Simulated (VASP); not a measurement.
A run of VASP 6.6.1 is set up as follows.

The input INCAR:

```
SYSTEM = Pt
PREC = Accurate ; ENCUT = 600
EDIFF = 1E-6 ; ISMEAR = -1
SIGMA = 0.1 ; LREAL = .FALSE.
LASPH = .TRUE. ; NELM = 100
ALGO = Normal ; ISIF = 3
LWAVE = .FALSE. ; LCHARG = .FALSE.
GGA = PS ; IBRION = 2
NSW = 80 ; EDIFFG = -0.02
```

Contents of KPOINTS:

```
Automatic mesh
0
G
  9 9 9
  0 0 0
```

File POSCAR:

```
Pt
1.0
    2.5500000000      0.0000000000      0.0000000000
    0.0000000000      2.5500000000      0.0000000000
    0.0000000000      0.0000000000      2.5500000000
Pt
1
Direct
    0.0000000000      0.0000000000      0.0000000000
```

Potentials or basis: VASP PAW PBE potentials, release 64 (Pt).

Command:

```console
$ cat potpaw_PBE.64/Pt/POTCAR > POTCAR
$ mpirun -np 1 vasp_std > vasp.out
```

(1) Estimate the relaxed volume.

(2) Predict the relaxed cell.

(3) Predict the band gap on the k mesh.

(4) Estimate the space group after relaxing (to 0.05 Å).

Answers

(1) 17.34 Å³/atom.

(2) a = 2.588 Å, b = 2.588 Å, c = 2.588 Å, α = 90.00°, β = 90.00°, γ = 90.00°.

(3) zero (band 5 reaches 10.37 eV, above the bottom of band 6 at 7.54 eV).

(4) Pm-3m (No. 221).

Caveat: the PAW data sets were made with another functional, which shifts forces and pressure a little; spin-orbit coupling is left out, which moves the levels of the heavy elements.
